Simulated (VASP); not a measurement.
# Ir (P6/mmm) in VASP: a series of runs

The runs below take Ir through single point, relaxation of shape and atoms at fixed volume, with PBE.

All numbers are computed with VASP 6.6.1; they aren't measurements. Logs are shortened: lines on timing, memory, paths and dates and some standing lists are left out, and cuts for length are marked.

### 1 The cell of the first run

The structure is hexagonal, space group P6/mmm (No. 191). The conventional cell has a = 2.591 Å, b = 2.591 Å, c = 2.513 Å, α = 90.00°, β = 90.00°, γ = 120.00°. Ir (site symmetry 6/mmm) has 8 Ir at 2.51 to 2.59 Å within 3.3 Å.

### 2 Single point, PBE (volume scaled by 0.92)

Input file INCAR:

```
PREC = Accurate
ENCUT = 520
EDIFF = 1E-7
ISMEAR = -1
SIGMA = 0.05
LREAL = False
LASPH = True
NELM = 100
ALGO = Normal
ISIF = 2
LWAVE = False
LCHARG = False
GGA = PE
NBANDS = 10
```

Input file KPOINTS:

```
Automatic mesh
0
Gamma
  16 16 15
```

Input file POSCAR:

```
Ir
1.0
    2.5911497604      0.0000000000      0.0000000000
   -1.2955748802      2.2440015175      0.0000000000
    0.0000000000      0.0000000000      2.5131441047
Ir
1
Direct
    0.0000000000      0.0000000000      0.0000000000
```

Potentials or basis: VASP PAW PBE potentials, release 64 (Ir).

On the command line:

```
$ cat potpaw_PBE.64/Ir/POTCAR > POTCAR
$ mpirun -np 1 vasp_std > vasp.out
```

OUTCAR:

```text
PREC = Accurate
   ENCUT = 520
   EDIFF = 1E-7
   ISMEAR = -1
   LREAL = False
   LASPH = True
   NELM = 100
   ISIF = 2
   GGA = PE

 ion  position               nearest neighbor table
   1  0.000  0.000  0.000-

  LATTYP: Found a hexagonal cell.
 ALAT       =     2.5911497604
 C/A-ratio  =     0.9698953504

  Lattice vectors:

 A1 = (   2.5911497604,   0.0000000000,   0.0000000000)
 A2 = (  -1.2955748802,   2.2440015175,   0.0000000000)
 A3 = (   0.0000000000,   0.0000000000,   2.5131441047)

Analysis of symmetry for initial positions (statically):
=====================================================================
 Subroutine PRICEL returns:
 Original cell was already a primitive cell.

 Routine SETGRP: Setting up the symmetry group for a
 hexagonal supercell.

 Subroutine GETGRP returns: Found 24 space group operations
 (whereof 24 operations were pure point group operations)
 out of a pool of 24 trial point group operations.

The static configuration has the point symmetry D_6h.

Analysis of symmetry for dynamics (positions and initial velocities):
=====================================================================
 Subroutine PRICEL returns:
 Original cell was already a primitive cell.

 Routine SETGRP: Setting up the symmetry group for a
 hexagonal supercell.

 Subroutine GETGRP returns: Found 24 space group operations
 (whereof 24 operations were pure point group operations)
 out of a pool of 24 trial point group operations.

The dynamic configuration has the point symmetry D_6h.

 Subroutine INISYM returns: Found 24 space group operations
 (whereof 24 operations are pure point group operations),
 and found     1 'primitive' translations

----------------------------------------------------------------------------------------

                                     Primitive cell

  volume of cell :      14.6128

  direct lattice vectors                    reciprocal lattice vectors
     2.591149760  0.000000000  0.000000000     0.385929063  0.222816249  0.000000000
    -1.295574880  2.244001518  0.000000000     0.000000000  0.445632497  0.000000000
     0.000000000  0.000000000  2.513144105     0.000000000  0.000000000  0.397907943

  length of vectors
     2.591149760  2.591149760  2.513144105     0.445632497  0.445632497  0.397907943

  position of ions in fractional coordinates (direct lattice)
     0.000000000  0.000000000  0.000000000

  ion indices of the primitive-cell ions
   primitive index   ion index
                 1           1

----------------------------------------------------------------------------------------

 KPOINTS: Automatic mesh

Automatic generation of k-mesh.
 Grid dimensions read from file:
 generate k-points for:   16   16   15

 Generating k-lattice:

  Cartesian coordinates                     Fractional coordinates (reciprocal lattice)
     0.024120566  0.013926016  0.000000000     0.062500000 -0.000000000  0.000000000
     0.000000000  0.027852031  0.000000000     0.000000000  0.062500000  0.000000000
     0.000000000  0.000000000  0.026527196     0.000000000  0.000000000  0.066666667

  Length of vectors
     0.027852031  0.027852031  0.026527196

  Shift w.r.t. Gamma in fractional coordinates (k-lattice)
     0.000000000  0.000000000  0.000000000

 Subroutine IBZKPT returns following result:
 ===========================================

 Found    240 irreducible k-points:

 Following reciprocal coordinates:
            Coordinates               Weight
  0.000000  0.000000  0.000000      1.000000
  0.062500  0.000000  0.000000      6.000000
  0.125000  0.000000  0.000000      6.000000
  0.187500  0.000000  0.000000      6.000000
  0.250000  0.000000  0.000000      6.000000
  0.312500  0.000000  0.000000      6.000000
[... 16 lines left out ...]
  0.187500  0.187500  0.000000      6.000000
  0.250000  0.187500  0.000000     12.000000
 [... further k-points ...]
   k-points           NKPTS =    240   k-points in BZ     NKDIM =    240   number of bands    NBANDS=     10
   number of dos      NEDOS =    301   number of ions     NIONS =      1
   total plane-waves  NPLWV =   8000
   dimension x,y,z NGX =    20 NGY =   20 NGZ =   20
   dimension x,y,z NGXF=    40 NGYF=   40 NGZF=   40
   ions per type =               1
   NGX,Y,Z   is equivalent  to a cutoff of  12.83, 12.83, 13.23 a.u.
   NGXF,Y,Z  is equivalent  to a cutoff of  25.66, 25.66, 26.46 a.u.
 SYSTEM =  unknown system
   PREC   = accura    normal or accurate (medium, high low for compatibility)
   ISTART =      0    job   : 0-new  1-cont  2-samecut
   ICHARG =      2    charge: 1-file 2-atom 10-const
   ISPIN  =      1    spin polarized calculation?
   LNONCOLLINEAR =      F non collinear calculations
   LSORBIT =      F    spin-orbit coupling
   LASPH  =      T    aspherical Exc in radial PAW
   ENCUT  =  520.0 eV  38.22 Ry    6.18 a.u.   4.82  4.82  4.67*2*pi/ulx,y,z
   NELM   =    100;   NELMIN=  2; NELMDL= -5     # of ELM steps
   EDIFF  = 0.1E-06   stopping-criterion for ELM
   LREAL  =      F    real-space projection
   EDIFFG = 0.1E-05   stopping-criterion for IOM
   NSW    =      0    number of steps for IOM
   IBRION =     -1    ionic relax: 0-MD 1-quasi-New 2-CG
   NFREE  =      0    steps in history (QN), initial steepest desc. (CG)
   ISIF   =      2    stress and relaxation
   ISYM   =      2    0-nonsym 1-usesym 2-fastsym
   POTIM  = 0.5000    time-step for ionic-motion
   TEBEG  =    0.0;   TEEND  =   0.0 temperature during run
   PSTRESS=    0.0 pullay stress
   NELECT =       9.0000    total number of electrons
   NUPDOWN=      -1.0000    fix difference up-down
   EMIN   =  10.00;   EMAX   =-10.00  energy-range for DOS
   EFERMI =   0.00;   METHOD = LEGACY
   ISMEAR =    -1;   SIGMA  =   0.05  broadening in eV -4-tet -1-fermi 0-gaus
   EFERMI_NEDOS =   21; number of points for ismear=-14 and -15
   IALGO  =     38    algorithm
   IMIX   =      4    mixing-type and parameters
     AMIX     =   0.40;   BMIX     =  1.00
     AMIX_MAG =   1.60;   BMIX_MAG =  1.00
  volume/ion in A,a.u.               =      14.61        98.61
  Fermi-wavevector in a.u.,A,eV,Ry     =   1.392872  2.632147 26.396573  1.940093
  Thomas-Fermi vector in A             =   2.516573
   LORBIT       =      0    0 simple, 1 ext, 2 COOP (PROOUT), +10 PAW based schemes
   GGA     = PE    functional components
   LHFCALC =     F    Hartree Fock is set to
   AEXX    =    0.0000 exact exchange contribution
   IVDW    =     0    specifies the selected vdW correction
   LEPSILON=     F    determine dielectric tensor
   LRPA    =     F    only Hartree local field effects (RPA)
 non-spin polarized calculation
  energy-cutoff  :      520.00
  volume of cell :       14.61
 maximum number of plane-waves:       405
 NGX is ok and might be reduce to    20
   NGX =  9   NGY =  9   NGZ =  9

 number of electron       8.9999999 magnetization

 Free energy of the ion-electron system (eV)
  ---------------------------------------------------
  ext. energy  EPLUGINS =         0.00000000
  ---------------------------------------------------
  free energy    TOTEN  =        -8.17175107 eV

  energy without entropy =       -8.16152921  energy(sigma->0) =       -8.16664014

 E-fermi :   9.5958     XC(G=0): -13.6956

 val. band max:        9.5866280621   @ k =   0.1250   0.1250   0.2000
 cond. band min:       9.6107661928   @ k =   0.1875   0.1875   0.1333
 fundamental gap:      0.0241381307
 Fermi energy:         9.5957801765

 k-point     1 :       0.0000    0.0000    0.0000
  band No.  band energies     occupation
      1      -0.8452      2.00000
      2       2.7427      2.00000
      3       6.1444      2.00000
      4       6.1444      2.00000
      5      11.1998      0.00000
      6      11.1998      0.00000
      7      24.8327      0.00000
      8      24.9585      0.00000
      9      32.3478      0.00000
     10      32.3478      0.00000

 k-point     2 :       0.0625    0.0000    0.0000
  band No.  band energies     occupation
      1      -0.6686      2.00000
      2       2.8127      2.00000
      3       6.0060      2.00000
      4       6.2988      2.00000
      5      11.0151      0.00000
      6      11.1692      0.00000
      7      25.1727      0.00000
      8      25.3093      0.00000
      9      30.8141      0.00000
     10      31.9027      0.00000

 k-point     3 :       0.1250    0.0000    0.0000
  band No.  band energies     occupation
      1      -0.1665      2.00000
      2       3.0126      2.00000
      3       5.6639      2.00000
      4       6.7535      2.00000
      5      10.5264      0.00000
      6      11.0831      0.00000
      7      25.9837      0.00000
      8      26.2828      0.00000
      9      28.7396      0.00000
     10      30.8321      0.00000

 k-point     4 :       0.1875    0.0000    0.0000
  band No.  band energies     occupation
      1       0.5670      2.00000
      2       3.2853      2.00000
      3       5.3386      2.00000
      4       7.4823      2.00000
      5       9.8754      0.00743
      6      10.9563      0.00000
      7      25.5752      0.00000
      8      27.6875      0.00000
      9      28.2029      0.00000
     10      29.4895      0.00000

 k-point     5 :       0.2500    0.0000    0.0000
  band No.  band energies     occupation
      1       1.3428      2.00000
      2       3.4465      2.00000
      3       5.4401      2.00000
      4       8.4352      2.00000
      5       9.1983      1.99929
      6      10.8101      0.00000
      7      23.5499      0.00000
      8      28.0443      0.00000
      9      29.1846      0.00000
     10      29.2754      0.00000

 k-point     6 :       0.3125    0.0000    0.0000
  band No.  band energies     occupation
      1       1.8779      2.00000
      2       3.4580      2.00000
      3       6.2491      2.00000
      4       8.5936      2.00000
      5       9.5269      1.59714
      6      10.6673      0.00000
      7      21.4598      0.00000
      8      26.5874      0.00000
      9      29.4762      0.00000
     10      30.7364      0.00000

 k-point     7 :       0.3750    0.0000    0.0000
  band No.  band energies     occupation
      1       2.0015      2.00000
      2       3.6026      2.00000
      3       7.5026      2.00000
      4       8.1248      2.00000
      5      10.5486      0.00000
      6      10.6144      0.00000
      7      19.5417      0.00000
      8      25.2406      0.00000
      9      28.8948      0.00000
     10      31.7492      0.00000

 k-point     8 :       0.4375    0.0000    0.0000
  band No.  band energies     occupation
      1       1.9279      2.00000
      2       3.8049      2.00000
      3       7.8299      2.00000
      4       8.7307      2.00000
      5      10.4706      0.00000
      6      11.4685      0.00000
      7      18.0224      0.00000
      8      24.2250      0.00000
      9      28.1596      0.00000
     10      32.2301      0.00000

 k-point     9 :       0.5000    0.0000    0.0000
  band No.  band energies     occupation
      1       1.8833      2.00000
      2       3.8894      2.00000
      3       7.7295      2.00000
      4       9.2856      1.99596
      5      10.4434      0.00000
      6      11.8031      0.00000
      7      17.3886      0.00000
      8      23.8346      0.00000
      9      27.8525      0.00000
     10      32.3598      0.00000
[... 118 lines left out ...]
 k-point    19 :       0.2500    0.1250    0.0000
  band No.  band energies     occupation
      1       2.4369      2.00000
      2       3.7169      2.00000
      3       5.3570      2.00000
      4       8.5877      2.00000
      5      10.3922      0.00000
      6      10.4623      0.00000
      7      21.2581      0.00000
      8      24.3454      0.00000
      9      30.3836      0.00000
     10      31.6659      0.00000

 k-point    20 :       0.3125    0.1250    0.0000
  band No.  band energies     occupation
      1       2.6450      2.00000
      2       3.7252      2.00000
      3       6.4418      2.00000
      4       8.2059      2.00000
      5      10.2165      0.00001
      6      11.7513      0.00000
      7      19.2544      0.00000
      8      23.2515      0.00000
      9      29.3361      0.00000
     10      32.8597      0.00000

 k-point    21 :       0.3750    0.1250    0.0000
  band No.  band energies     occupation
      1       2.5759      2.00000
      2       3.8871      2.00000
      3       7.4911      2.00000
      4       7.9643      2.00000
      5      10.1007      0.00008
      6      12.8273      0.00000
      7      17.6339      0.00000
      8      22.3747      0.00000
      9      28.7364      0.00000
     10      33.4440      0.00000

 k-point    22 :       0.4375    0.1250    0.0000
  band No.  band energies     occupation
      1       2.5276      2.00000
      2       3.9626      2.00000
      3       7.8817      2.00000
      4       7.9509      2.00000
      5      10.0603      0.00018
      6      13.3000      0.00000
      7      16.9352      0.00000
      8      22.0266      0.00000
      9      28.5500      0.00000
     10      33.5916      0.00000

 k-point    23 :       0.1875    0.1875    0.0000
  band No.  band energies     occupation
      1       2.5755      2.00000
      2       4.3165      2.00000
      3       4.3496      2.00000
      4       8.6969      2.00000
      5      10.3164      0.00000
      6      10.5063      0.00000
      7      21.7429      0.00000
      8      23.7902      0.00000
      9      30.8730      0.00000
     10      31.7415      0.00000

 k-point    24 :       0.2500    0.1875    0.0000
  band No.  band energies     occupation
      1       3.1490      2.00000
      2       3.9975      2.00000
      3       5.1849      2.00000
      4       8.3931      2.00000
      5      10.0322      0.00032
      6      11.9297      0.00000
      7      19.8037      0.00000
      8      22.4644      0.00000
      9      29.9010      0.00000
     10      33.3957      0.00000

 [... further k-points ...]
[... 5 lines left out ...]
  --------------------------------------------------------------------------------------
  -------------------------------------------------------------------------------------
  Total        2.6995999      2.6995999      2.6753617     -0.0000000      0.0000000      0.0000000
  in kB      295.9899295    295.9899295    293.3323994     -0.0000000      0.0000000      0.0000000
  external PRESSURE =     295.1040861 kB  Pullay stress =       0.0000000 kB

 VOLUME and BASIS-vectors are now :
 -----------------------------------------------------------------------------
  energy-cutoff  :      520.00
  volume of cell :       14.61
      direct lattice vectors                 reciprocal lattice vectors
     2.591149760  0.000000000  0.000000000     0.385929063  0.222816249  0.000000000
    -1.295574880  2.244001518  0.000000000     0.000000000  0.445632497  0.000000000
     0.000000000  0.000000000  2.513144105     0.000000000  0.000000000  0.397907943

 POSITION                                       TOTAL-FORCE (eV/Angst)
 -----------------------------------------------------------------------------------
      0.00000      0.00000      0.00000         0.000000      0.000000      0.000000
 -----------------------------------------------------------------------------------
    total drift:                               -0.000000      0.000000      0.000000

  FREE ENERGIE OF THE ION-ELECTRON SYSTEM (eV)
  ---------------------------------------------------
  free  energy   TOTEN  =        -8.1717510658 eV

  energy  without entropy=       -8.1615292074  energy(sigma->0) =       -8.16664014
```

Wall time 11 s (1 thread of Intel Xeon 6975P-C (Granite Rapids), shared host); peak memory 0.15 GiB.

What came out:

* Free energy: -8.1718 eV
* Pressure: 29.5 GPa

Stress tensor (GPa, compression positive):
```
29.60  0.00  0.00
 0.00 29.60  0.00
 0.00  0.00 29.33
```

Levels at points of the mesh, in eV from the Fermi level:
```
           k point  band 1  band 2  band 3  band 4  band 5  band 6  band 7  band 8  band 9
(0.00, 0.00, 0.00)  -10.44   -6.85   -3.45   -3.45    1.60    1.60   15.24   15.36   22.75
(0.50, 0.00, 0.00)   -7.71   -5.71   -1.87   -0.31    0.85    2.21    7.79   14.24   18.26
```

Caveat: spin-orbit coupling is left out, which moves the levels of the heavy elements.

[end of part 1 of 2]
